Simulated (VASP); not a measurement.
Wanted: the native input for a VASP 6.6.1 run.

```
Task                   : single point
Functional             : PBE
Potentials or basis    : VASP PAW PBE potentials, release 64 (Li_sv, Y_sv)
Cutoff                 : 520 eV
k mesh                 : 5 × 5 × 5
Occupations            : fermi-dirac, width 0.1 eV
Spin                   : no spin polarisation
Dipole correction      : no
Further INCAR settings : ALGO = Normal; EDIFF = 1e-07; NBANDS = 26
```

The structure of LiY3 lies in POSCAR:

```
LiY3
1.0
    0.0000000000      3.8736777080      3.8736777080
    3.8736777080      0.0000000000      3.8736777080
    3.8736777080      3.8736777080      0.0000000000
Li Y
1 3
Direct
    0.0000000000      0.0000000000      0.0000000000
    0.2500000000      0.2500000000      0.2500000000
    0.7500000000      0.7500000000      0.7500000000
    0.5000000000      0.5000000000      0.5000000000
```

One way to write it, as run:

INCAR

```
ALGO = Normal ; EDIFF = 1E-7
ENCUT = 520 ; GGA = PE
ISIF = 2 ; ISMEAR = -1
LASPH = T ; LCHARG = F
LREAL = F ; LWAVE = F
NBANDS = 26 ; NELM = 80
PREC = Accurate ; SIGMA = 0.1
```

KPOINTS

```
k-points
0
Gamma
  5 5 5
```

Potentials or basis: VASP PAW PBE potentials, release 64 (Li_sv, Y_sv).

Command:

```console
$ cat potpaw_PBE.64/Li_sv/POTCAR potpaw_PBE.64/Y_sv/POTCAR > POTCAR
$ mpirun -np 1 vasp_std > vasp.out
```

It gave:

```json
{
  "Band gap on the k mesh": "zero (bands 18 and 19 overlap by 0.58 eV)"
}
```

Wall time 100 s on 1 thread of Intel Xeon 8259CL, on a shared host, peak memory 0.27 GiB.
